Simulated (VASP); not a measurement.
# AlN (P1) in VASP: further runs

AlN is run at these levels: PBEsol; tasks: single point.

Program: VASP 6.6.1. These are calculated values, not measurements. Logs are shortened: lines on timing, memory, paths and dates and some standing lists are left out, and cuts for length are marked.

### Step 1. The cell of the first run

The typed cell holds 12 atoms: a = 2.860 Å, b = 2.860 Å, c = 14.025 Å, α = 88.83°, β = 87.66°, γ = 60.00°.

### Step 2. Single point, PBEsol (the part above a cut slid along it)

File INCAR:

```
PREC     = Accurate       # precision mode
ENCUT    = 520            # plane-wave cutoff, eV
EDIFF    = 1E-6           # SCF threshold, eV
ISMEAR   = 0              # smearing method
SIGMA    = 0.05           # smearing width, eV
LREAL    = False          # projectors in reciprocal space
LASPH    = True           # aspherical terms in the spheres
NELM     = 80             # most SCF steps
ALGO     = Normal         # electronic algorithm
ISIF     = 2              # what is computed and relaxed
LWAVE    = False          # write WAVECAR
LCHARG   = False          # write CHGCAR
GGA      = PS             # functional
NBANDS   = 36             # bands
```

File KPOINTS:

```
regular mesh
0
Gamma
  9 9 2
```

File POSCAR:

```
AlN
1.0
    2.0226209166     -2.0226209166      0.0000000000
    2.0226209166      0.0000000000     -2.0226209166
    8.4950078497      7.6859594831      8.0904836664
Al N
6 6
Direct
    0.6083333333      0.6666666667      0.2916666667
   -0.0250000000      0.0000000000      0.1250000000
    0.2416666667      0.3333333333      0.4583333333
    0.5083333333      0.6666666667      0.7916666667
    0.8750000000      1.0000000000      0.6250000000
    0.1416666667      0.3333333333      0.9583333333
    0.9250000000      0.0000000000      0.3750000000
    0.2916666667      0.3333333333      0.2083333333
    0.5583333333      0.6666666667      0.5416666667
    0.8250000000      1.0000000000      0.8750000000
    0.1916666667      0.3333333333      0.7083333333
    0.6583333333      0.6666666667      0.0416666667
```

Potentials or basis: VASP PAW PBE potentials, release 64 (Al, N).

Command:

```sh
cat potpaw_PBE.64/Al/POTCAR potpaw_PBE.64/N/POTCAR > POTCAR
mpirun -np 1 vasp_std > vasp.out
```

OUTCAR:

```text
PREC = Accurate
   ENCUT = 520
   EDIFF = 1E-6
   ISMEAR = 0
   LREAL = False
   LASPH = True
   NELM = 80
   ISIF = 2
   GGA = PS

 ion  position               nearest neighbor table
   1  0.608  0.667  0.292-   7 2.02   7 2.02   7 2.02   8 2.02   8 2.02   8 2.02   3 2.86   3 2.86
                             3 2.86   2 2.86   2 2.86   2 2.86
   2  0.975  0.000  0.125-  12 2.02   8 2.02  12 2.02   8 2.02   8 2.02  12 2.02   6 2.62   1 2.86
                             1 2.86   1 2.86   6 2.92   6 3.19
   3  0.242  0.333  0.458-   7 2.02   7 2.02   7 2.02   9 2.02   9 2.02   9 2.02   1 2.86   1 2.86
                             1 2.86   5 2.86   5 2.86   5 2.86
   4  0.508  0.667  0.792-  10 2.02  10 2.02  10 2.02  11 2.02  11 2.02  11 2.02   6 2.86   6 2.86
                             6 2.86   5 2.86   5 2.86   5 2.86
   5  0.875  0.000  0.625-   9 2.02  11 2.02  11 2.02   9 2.02  11 2.02   9 2.02   3 2.86   4 2.86
                             4 2.86   3 2.86   3 2.86   4 2.86
   6  0.142  0.333  0.958-  12 1.67  10 2.02  10 2.02  10 2.02  12 2.10  12 2.46   2 2.62   4 2.86
                             4 2.86   4 2.86   2 2.92   2 3.19
   7  0.925  0.000  0.375-   3 2.02   1 2.02   1 2.02   3 2.02   3 2.02   1 2.02
   8  0.292  0.333  0.208-   2 2.02   2 2.02   2 2.02   1 2.02   1 2.02   1 2.02
   9  0.558  0.667  0.542-   5 2.02   5 2.02   5 2.02   3 2.02   3 2.02   3 2.02
  10  0.825  0.000  0.875-   4 2.02   6 2.02   6 2.02   4 2.02   6 2.02   4 2.02
  11  0.192  0.333  0.708-   5 2.02   5 2.02   5 2.02   4 2.02   4 2.02   4 2.02
  12  0.658  0.667  0.042-   6 1.67   2 2.02   2 2.02   2 2.02   6 2.10   6 2.46

  LATTYP: Found a base centered monoclinic cell.
 ALAT       =     2.8604179318
 B/A-ratio  =     1.7320508076
 C/A-ratio  =     4.9030602689
 COS(beta)  =    -0.0407908508

  Lattice vectors:

 A1 = (   0.0000000000,   2.0226209166,  -2.0226209166)
 A2 = (  -2.0226209166,   0.0000000000,   2.0226209166)
 A3 = (   8.4950078497,   7.6859594831,   8.0904836664)

Analysis of symmetry for initial positions (statically):
=====================================================================
 Subroutine PRICEL returns:
 Original cell was already a primitive cell.

 Routine SETGRP: Setting up the symmetry group for a
 base centered monoclinic supercell.

 Subroutine GETGRP returns: Found  1 space group operations
 (whereof  1 operations were pure point group operations)
 out of a pool of  4 trial point group operations.

The static configuration has the point symmetry C_1 .

Analysis of symmetry for dynamics (positions and initial velocities):
=====================================================================
[... 140 lines left out ...]
   PSTRESS=    0.0 pullay stress
   NELECT =      48.0000    total number of electrons
   NUPDOWN=      -1.0000    fix difference up-down
   EMIN   =  10.00;   EMAX   =-10.00  energy-range for DOS
   EFERMI =   0.00;   METHOD = LEGACY
   ISMEAR =     0;   SIGMA  =   0.05  broadening in eV -4-tet -1-fermi 0-gaus
   EFERMI_NEDOS =   21; number of points for ismear=-14 and -15
   IALGO  =     38    algorithm
   IMIX   =      4    mixing-type and parameters
     AMIX     =   0.40;   BMIX     =  1.00
     AMIX_MAG =   1.60;   BMIX_MAG =  1.00
  volume/ion in A,a.u.               =       8.27        55.84
  Fermi-wavevector in a.u.,A,eV,Ry     =   1.284834  2.427984 22.460474  1.650798
  Thomas-Fermi vector in A             =   2.417004
   LORBIT       =      0    0 simple, 1 ext, 2 COOP (PROOUT), +10 PAW based schemes
   GGA     = PS    functional components
   LHFCALC =     F    Hartree Fock is set to
   AEXX    =    0.0000 exact exchange contribution
   IVDW    =     0    specifies the selected vdW correction
   LEPSILON=     F    determine dielectric tensor
   LRPA    =     F    only Hartree local field effects (RPA)
 non-spin polarized calculation
 Gauss-broadening in eV      SIGMA  =   0.05
  energy-cutoff  :      520.00
  volume of cell :       99.29
 maximum number of plane-waves:      2701
 NGX is ok and might be reduce to    24
   NGX = 11   NGY = 11   NGZ = 53

 number of electron      47.9999994 magnetization

 Free energy of the ion-electron system (eV)
  ---------------------------------------------------
  ext. energy  EPLUGINS =         0.00000000
  ---------------------------------------------------
  free energy    TOTEN  =       -91.74094129 eV

  energy without entropy =      -91.74094129  energy(sigma->0) =      -91.74094129

 E-fermi :  10.3785     XC(G=0): -12.4347

 val. band max:       10.1032530308   @ k =   0.0000   0.0000   0.0000
 cond. band min:      14.2738396642   @ k =   0.4444   0.0000   0.0000
 fundamental gap:      4.1705866334
 Fermi energy:        10.3784763437

 k-point     1 :       0.0000    0.0000    0.0000
  band No.  band energies     occupation
      1      -7.6937      2.00000
      2      -7.1415      2.00000
      3      -7.0978      2.00000
      4      -5.6189      2.00000
      5      -5.6037      2.00000
      6      -4.3960      2.00000
[... 925 lines left out ...]
     35      19.9971      0.00000
     36      20.2074      0.00000

 [... further k-points ...]
[... 5 lines left out ...]
  --------------------------------------------------------------------------------------
  -------------------------------------------------------------------------------------
  Total       -0.1426048      7.9227933      0.9544630      1.6581233      3.3786543     -1.9311295
  in kB       -2.3010172    127.8392391     15.4008586     26.7548595     54.5167063    -31.1599851
  external PRESSURE =      46.9796935 kB  Pullay stress =       0.0000000 kB

 VOLUME and BASIS-vectors are now :
 -----------------------------------------------------------------------------
  energy-cutoff  :      520.00
  volume of cell :       99.29
      direct lattice vectors                 reciprocal lattice vectors
     2.022620917 -2.022620917  0.000000000     0.156562539 -0.337845479  0.156562539
     2.022620917  0.000000000 -2.022620917     0.164802673  0.164802673 -0.329605346
     8.495007850  7.685959483  8.090483666     0.041200668  0.041200668  0.041200668

 POSITION                                       TOTAL-FORCE (eV/Angst)
 -----------------------------------------------------------------------------------
      5.05655      1.01131      1.01131        -0.035098     -0.032518     -0.032884
      3.03393     -1.01131      1.01131        -0.147961      0.177359      0.218520
      5.05655      3.03393      3.03393        -0.032211     -0.032050     -0.032116
      9.10179      5.05655      5.05655        -0.037912     -0.082187     -0.047899
      7.07917      3.03393      5.05655        -0.030742     -0.032971     -0.033199
      9.10179      7.07917      7.07917        -0.936507     -5.203328     -0.175280
      5.05655      1.01131      3.03393         0.027746      0.035342      0.033143
      3.03393      1.01131      1.01131        -0.033508      0.071674      0.036035
      7.07917      3.03393      3.03393         0.035367      0.029857      0.031057
      9.10179      5.05655      7.07917         0.352460     -0.295123     -0.317237
      7.07917      5.05655      5.05655         0.066175     -0.000791      0.018659
      3.03393     -1.01131     -1.01131         0.772191      5.364738      0.301202
 -----------------------------------------------------------------------------------
    total drift:                               -0.000129      0.000296      0.000016

  FREE ENERGIE OF THE ION-ELECTRON SYSTEM (eV)
  ---------------------------------------------------
  free  energy   TOTEN  =       -91.7409412926 eV

  energy  without entropy=      -91.7409412926  energy(sigma->0) =      -91.74094129
```

It took 11 min on 1 thread of Intel Xeon 8259CL, shared host; peak memory 0.37 GiB.

Results:

```
Free energy            : -91.7409 eV
Pressure               : 4.7 GPa
Largest force          : 5.428 eV/Å
Band gap on the k mesh : 4.17 eV (least direct gap 5.11 eV)
```

Forces on the atoms (eV/Å):
```
Al  -0.035 -0.033 -0.033
Al  -0.148  0.177  0.219
Al  -0.032 -0.032 -0.032
Al  -0.038 -0.082 -0.048
Al  -0.031 -0.033 -0.033
Al  -0.937 -5.203 -0.175
N    0.028  0.035  0.033
N   -0.034  0.072  0.036
N    0.035  0.030  0.031
N    0.352 -0.295 -0.317
N    0.066 -0.001  0.019
N    0.772  5.365  0.301
```

Caveat: the cell differs from its parent crystal (the part above a cut slid along it); the stress differs along the axes, from -0 to 13 GPa; the PAW data sets were made with another functional, which shifts forces and pressure a little.

### Step 3. Single point, PBEsol (the part above a cut slid along it)

File INCAR:

```
PREC = Accurate ; ENCUT = 520
EDIFF = 1E-7 ; ISMEAR = 0
SIGMA = 0.05 ; LREAL = False
LASPH = True ; NELM = 60
ALGO = Normal ; ISIF = 2
LWAVE = False ; LCHARG = True
GGA = PS ; LELF = True
LVHAR = True ; NBANDS = 36
```

KPOINTS is that of step 2.

File POSCAR:

```
AlN
1.0
    2.0226209166     -2.0226209166      0.0000000000
    2.0226209166      0.0000000000     -2.0226209166
    8.8995320330      7.2814352998      8.0904836664
Al N
6 6
Direct
    0.5500000000      0.6666666667      0.2916666667
   -0.0500000000      0.0000000000      0.1250000000
    0.1500000000      0.3333333333      0.4583333333
    0.3500000000      0.6666666667      0.7916666667
    0.7500000000      1.0000000000      0.6250000000
   -0.0500000000      0.3333333333      0.9583333333
    0.8500000000      0.0000000000      0.3750000000
    0.2500000000      0.3333333333      0.2083333333
    0.4500000000      0.6666666667      0.5416666667
    0.6500000000      1.0000000000      0.8750000000
    0.0500000000      0.3333333333      0.7083333333
    0.6500000000      0.6666666667      0.0416666667
```

Potentials or basis: VASP PAW PBE potentials, release 64 (Al, N).

Command:

```sh
cat potpaw_PBE.64/Al/POTCAR potpaw_PBE.64/N/POTCAR > POTCAR
mpirun -np 1 vasp_std > vasp.out
```

OUTCAR:

```text
PREC = Accurate
   ENCUT = 520
   EDIFF = 1E-7
   ISMEAR = 0
   LREAL = False
   LASPH = True
   NELM = 60
   ISIF = 2
   GGA = PS

 ion  position               nearest neighbor table
   1  0.550  0.667  0.292-   7 2.02   7 2.02   7 2.02   8 2.02   8 2.02   8 2.02   3 2.86   3 2.86
                             3 2.86   2 2.86   2 2.86   2 2.86
   2  0.950  0.000  0.125-   8 2.02  12 2.02  12 2.02   8 2.02   8 2.02  12 2.02   6 2.49   1 2.86
                             1 2.86   1 2.86   6 3.08   6 3.34
   3  0.150  0.333  0.458-   7 2.02   7 2.02   7 2.02   9 2.02   9 2.02   9 2.02   1 2.86   1 2.86
                             1 2.86   5 2.86   5 2.86   5 2.86
   4  0.350  0.667  0.792-  10 2.02  10 2.02  10 2.02  11 2.02  11 2.02  11 2.02   6 2.86   6 2.86
                             6 2.86   5 2.86   5 2.86   5 2.86
   5  0.750  0.000  0.625-   9 2.02  11 2.02   9 2.02  11 2.02  11 2.02   9 2.02   3 2.86   4 2.86
                             3 2.86   4 2.86   3 2.86   4 2.86
   6  0.950  0.333  0.958-  12 1.46  10 2.02  10 2.02  10 2.02  12 2.32   2 2.49   4 2.86   4 2.86
                             4 2.86   2 3.08   2 3.34
   7  0.850  0.000  0.375-   3 2.02   1 2.02   1 2.02   3 2.02   3 2.02   1 2.02
   8  0.250  0.333  0.208-   2 2.02   2 2.02   2 2.02   1 2.02   1 2.02   1 2.02
   9  0.450  0.667  0.542-   5 2.02   5 2.02   5 2.02   3 2.02   3 2.02   3 2.02
  10  0.650  0.000  0.875-   4 2.02   6 2.02   6 2.02   4 2.02   6 2.02   4 2.02
  11  0.050  0.333  0.708-   5 2.02   5 2.02   5 2.02   4 2.02   4 2.02   4 2.02
  12  0.650  0.667  0.042-   6 1.46   2 2.02   2 2.02   2 2.02   6 2.32

  LATTYP: Found a base centered monoclinic cell.
 ALAT       =     2.8604179318
 B/A-ratio  =     1.7320508076
 C/A-ratio  =     4.9152822910
 COS(beta)  =    -0.0813788459

  Lattice vectors:

 A1 = (   0.0000000000,   2.0226209166,  -2.0226209166)
 A2 = (  -2.0226209166,   0.0000000000,   2.0226209166)
 A3 = (   8.8995320330,   7.2814352998,   8.0904836664)

Analysis of symmetry for initial positions (statically):
=====================================================================
 Subroutine PRICEL returns:
 Original cell was already a primitive cell.
[... 170 lines left out ...]
   IVDW    =     0    specifies the selected vdW correction
   LEPSILON=     F    determine dielectric tensor
   LRPA    =     F    only Hartree local field effects (RPA)
 non-spin polarized calculation
 Gauss-broadening in eV      SIGMA  =   0.05
  energy-cutoff  :      520.00
  volume of cell :       99.29
 maximum number of plane-waves:      2702
 NGX is ok and might be reduce to    24
   NGX = 11   NGY = 11   NGZ = 53

 number of electron      47.9999993 magnetization

 Free energy of the ion-electron system (eV)
  ---------------------------------------------------
  ext. energy  EPLUGINS =         0.00000000
  ---------------------------------------------------
  free energy    TOTEN  =       -89.10168742 eV

  energy without entropy =      -89.10168742  energy(sigma->0) =      -89.10168742

 E-fermi :  10.3079     XC(G=0): -12.4162

 val. band max:       10.0821819552   @ k =   0.0000   0.0000   0.0000
 cond. band min:      13.9729761686   @ k =   0.4444   0.0000  -0.0000
 fundamental gap:      3.8907942133
 Fermi energy:        10.3079284503

 k-point     1 :       0.0000    0.0000    0.0000
  band No.  band energies     occupation
      1      -7.7572      2.00000
      2      -7.1907      2.00000
      3      -7.0623      2.00000
      4      -5.6625      2.00000
      5      -5.5998      2.00000
      6      -4.4102      2.00000
[... 925 lines left out ...]
     35      19.9686      0.00000
     36      20.2548      0.00000

 [... further k-points ...]
[... 5 lines left out ...]
  --------------------------------------------------------------------------------------
  -------------------------------------------------------------------------------------
  Total        7.3322731     17.3083728      3.4106822     10.8662983      3.8261849      0.0528472
  in kB      118.3108262    279.2814528     55.0334974    175.3345397     61.7378928      0.8527229
  external PRESSURE =     150.8752588 kB  Pullay stress =       0.0000000 kB

 VOLUME and BASIS-vectors are now :
 -----------------------------------------------------------------------------
  energy-cutoff  :      520.00
  volume of cell :       99.29
      direct lattice vectors                 reciprocal lattice vectors
     2.022620917 -2.022620917  0.000000000     0.148322406 -0.346085613  0.148322406
     2.022620917  0.000000000 -2.022620917     0.164802673  0.164802673 -0.329605346
     8.899532033  7.281435300  8.090483666     0.041200668  0.041200668  0.041200668

 POSITION                                       TOTAL-FORCE (eV/Angst)
 -----------------------------------------------------------------------------------
      5.05655      1.01131      1.01131        -0.093790     -0.090518     -0.090507
      3.03393     -1.01131      1.01131         0.043920      0.251532      0.582878
      5.05655      3.03393      3.03393        -0.087428     -0.087305     -0.087560
      9.10179      5.05655      5.05655        -0.151047     -0.179931     -0.133801
      7.07917      3.03393      5.05655        -0.085299     -0.086849     -0.090679
     11.12442      5.05655      7.07917        -9.564876    -14.656053     -0.632428
      5.05655      1.01131      3.03393         0.084650      0.090231      0.086520
      3.03393      1.01131      1.01131         0.041308      0.108642      0.057403
      7.07917      3.03393      3.03393         0.091019      0.087220      0.083095
      9.10179      5.05655      7.07917         0.321453     -0.183562     -0.980958
      7.07917      5.05655      5.05655         0.114416      0.068206      0.045376
      3.03393     -1.01131     -1.01131         9.285674     14.678386      1.160662
 -----------------------------------------------------------------------------------
    total drift:                                0.000139      0.000051     -0.000242

  FREE ENERGIE OF THE ION-ELECTRON SYSTEM (eV)
  ---------------------------------------------------
  free  energy   TOTEN  =       -89.1016874189 eV

  energy  without entropy=      -89.1016874189  energy(sigma->0) =      -89.10168742
```

stdout:

```text
POSCAR found type information on POSCAR AlN
 POSCAR found :  2 types and      12 ions
 scaLAPACK will be used
 -----------------------------------------------------------------------------
|                                                                             |
|                                                                             |
|     You enforced a specific xc type in the INCAR file but a different       |
|     I HOPE YOU KNOW WHAT YOU ARE DOING!                                     |
|                                                                             |
 -----------------------------------------------------------------------------

 LDA part: xc-table for (Slater+PW92), standard interpolation
 POSCAR, INCAR and KPOINTS ok, starting setup
 FFT: planning ... GRIDC
 FFT: planning ... GRID_SOFT
 FFT: planning ... GRID
 WAVECAR not read
 entering main loop
```

Wall time 17 min (1 thread of Intel Xeon 8259CL, shared host); peak memory 0.36 GiB.

What came out:

- Free energy: -89.1017 eV
- Pressure: 15.1 GPa
- Largest force: 17.512 eV/Å
- Band gap on the k mesh: 3.89 eV (least direct gap 4.38 eV)

Forces in eV/Å, atoms in the order of the input:
```
Al   -0.094  -0.091  -0.091
Al    0.044   0.252   0.583
Al   -0.087  -0.087  -0.088
Al   -0.151  -0.180  -0.134
Al   -0.085  -0.087  -0.091
Al   -9.565 -14.656  -0.632
N     0.085   0.090   0.087
N     0.041   0.109   0.057
N     0.091   0.087   0.083
N     0.321  -0.184  -0.981
N     0.114   0.068   0.045
N     9.286  14.678   1.161
```

Caveat: the cell differs from its parent crystal (the part above a cut slid along it); the stress differs along the axes, from 6 to 28 GPa; the PAW data sets were made with another functional, which shifts forces and pressure a little. A k mesh can miss the band edges.

(Continued in part 2 of 2.)
